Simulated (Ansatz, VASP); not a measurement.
# One calculation of YZnC4N4, two programs

The input INCAR:

```
PREC     = Accurate       # precision mode
ENCUT    = 600            # plane-wave cutoff, eV
EDIFF    = 1E-6           # SCF threshold, eV
ISMEAR   = 0              # smearing method
SIGMA    = 0.1            # smearing width, eV
LREAL    = False          # projectors in reciprocal space
LASPH    = True           # aspherical terms in the spheres
NELM     = 60             # most SCF steps
ALGO     = Normal         # electronic algorithm
ISIF     = 3              # what is computed and relaxed
LWAVE    = False          # write WAVECAR
LCHARG   = False          # write CHGCAR
GGA      = PE             # functional
IBRION   = 2              # ionic algorithm
NSW      = 100            # ionic steps
EDIFFG   = -0.01          # ionic threshold
```

File KPOINTS:

```
regular mesh
0
Gamma
  6 6 6
```

POSCAR

```
YZnC4N4
1.0
    6.4001470399      0.0000000000      0.0000000000
    0.0000000000      6.4001470399      0.0000000000
    0.0000000000      0.0000000000      6.4001470399
Y Zn C N
1 1 4 4
Direct
    0.0000000000      0.0000000000      0.0000000000
    0.5000000000      0.5000000000      0.5000000000
    0.2172923948      0.2172923948      0.2172923948
    0.2172923948      0.7827076052      0.7827076052
    0.7827076052      0.2172923948      0.7827076052
    0.7827076052      0.7827076052      0.2172923948
    0.3229931364      0.3229931364      0.3229931364
    0.3229931364      0.6770068636      0.6770068636
    0.6770068636      0.3229931364      0.6770068636
    0.6770068636      0.6770068636      0.3229931364
```

Input for Ansatz:

```yaml
crystal:
  lattice:
    - [6.4001470399, 0.0, 0.0]
    - [0.0, 6.4001470399, 0.0]
    - [0.0, 0.0, 6.4001470399]
  atoms:
    - { symbol: "Y", position: [0.0, 0.0, 0.0] }
    - { symbol: Zn, position: [0.5, 0.5, 0.5] }
    - { symbol: C, position: [0.2172923948, 0.2172923948, 0.2172923948] }
    - { symbol: C, position: [0.2172923948, 0.7827076052, 0.7827076052] }
    - { symbol: C, position: [0.7827076052, 0.2172923948, 0.7827076052] }
    - { symbol: C, position: [0.7827076052, 0.7827076052, 0.2172923948] }
    - { symbol: "N", position: [0.3229931364, 0.3229931364, 0.3229931364] }
    - { symbol: "N", position: [0.3229931364, 0.6770068636, 0.6770068636] }
    - { symbol: "N", position: [0.6770068636, 0.3229931364, 0.6770068636] }
    - { symbol: "N", position: [0.6770068636, 0.6770068636, 0.3229931364] }
basis:
  ecutwfc: 420
kpoints:
  mp_grid: { grid: [6, 6, 6] }
hamiltonian:
  xc: pbe
scf:
  occupations: { method: gaussian, width: 0.1 }
output:
  forces: true
  stress: true
  eigenvalues: true
relax:
  adjacent_minimum: "off"
  f_tol: 0.01
  max_steps: 80
  cell: { stress_tol: 0.05 }
```

Alike in both runs: task relaxation of cell and atoms; functional PBE; k mesh 6 × 6 × 6; occupations gaussian, width 0.1 eV; no spin polarisation.

|  | VASP | Ansatz |
| --- | --- | --- |
| version | VASP 6.6.1 | Ansatz 0.2.0 |
| potentials or method | VASP PAW PBE potentials, release 64 (Y_sv, Zn, C, N), cutoff 600 eV | scalar-relativistic, plane waves, PAW |
| valence electrons in the cell | 59 | 59 |

Ansatz gave:

- gap on the k mesh at the Fermi level, each at its own relaxed structure (eV): none
- relaxed volume (Å³/atom): 26.30
- relaxed length of the cell vector where the two differ most in proportion (Å): 6.407

Task: What did VASP give for the same quantities?

Result: gap on the k mesh at the Fermi level, each at its own relaxed structure (eV): none; relaxed volume (Å³/atom): 26.28; relaxed length of the cell vector where the two differ most in proportion (Å): 6.405.

A gap of «none» marks a metal or a gap that the smearing closes.

Noted on VASP's run: the standard files for N, O and F lose accuracy on very short bonds.
